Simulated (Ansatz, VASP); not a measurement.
Two plane-wave programs on WSe2

Contents of INCAR:

```
ALGO     = Normal         # electronic algorithm
EDIFF    = 1E-7           # SCF threshold, eV
ENCUT    = 520            # plane-wave cutoff, eV
GGA      = PE             # functional
ISIF     = 2              # what is computed and relaxed
ISMEAR   = 0              # smearing method
IVDW     = 12             # dispersion correction
LASPH    = True           # aspherical terms in the spheres
LCHARG   = False          # write CHGCAR
LREAL    = False          # projectors in reciprocal space
LWAVE    = False          # write WAVECAR
NBANDS   = 20             # bands
NELM     = 100            # most SCF steps
PREC     = Accurate       # precision mode
SIGMA    = 0.05           # smearing width, eV
```

File KPOINTS:

```
k-points
0
Gamma
  9 9 4
```

The input POSCAR:

```
WSe2
1.0
    3.1893814957      0.0000000000      0.0000000000
   -1.5946907479      2.7620853977      0.0000000000
    0.0000000000      0.0000000000      7.4047870187
W Se
1 2
Direct
    0.0000000000      0.0000000000      0.0000000000
    0.3333333333      0.6666666667      0.2286623833
    0.3333333333      0.6666666667      0.7713376167
```

Input for Ansatz:

```yaml
crystal:
  lattice:
    - [3.1893814957, 0.0, 0.0]
    - [-1.5946907479, 2.7620853977, 0.0]
    - [0.0, 0.0, 7.4047870187]
  atoms:
    - { symbol: W, position: [0.0, 0.0, 0.0] }
    - { symbol: Se, position: [0.3333333333, 0.6666666667, 0.2286623833] }
    - { symbol: Se, position: [0.3333333333, 0.6666666667, 0.7713376167] }
basis:
  ecutwfc: 420
kpoints:
  mp_grid: { grid: [9, 9, 4] }
hamiltonian:
  xc: pbe
  pseudopotentials: { kind: paw, azcp: { folder: soft_1 } }
  dispersion: d3bj
scf:
  occupations: { method: gaussian, width: 0.05 }
output:
  forces: true
  stress: true
  eigenvalues: true
```

Alike in both runs: task single point; functional PBE; dispersion D3(BJ); k mesh 9 × 9 × 4; occupations gaussian, width 0.05 eV; no spin polarisation.

```csv
,VASP,Ansatz
version,VASP 6.6.1,Ansatz 0.2.0
potentials or method,"VASP PAW PBE potentials, release 64 (W_sv, Se), cutoff 520 eV","scalar-relativistic, plane waves, PAW"
valence electrons in the cell,26,46
```

VASP gave:

- gap on the k mesh at the Fermi level (eV): 1.38
- least direct gap on the mesh (eV): 2.01
- pressure (GPa): 6.6
- traceless stress, the component that is largest in VASP (GPa): -3.10
- rms of the force components (eV/Å): 0.300

**Question.** Which values does Ansatz return?

**Answer.** gap on the k mesh at the Fermi level (eV): 1.38; least direct gap on the mesh (eV): 2.01; pressure (GPa): 6.2; traceless stress, the component that is largest in VASP (GPa): -3.20; rms of the force components (eV/Å): 0.273.

Atom by atom the forces differ by 0.027 eV/Å (rms over components). VASP's potentials hold 26 valence electrons a cell and Ansatz's 46, so a difference there can come from the potentials and not from the codes.

Spin-orbit coupling is off throughout.
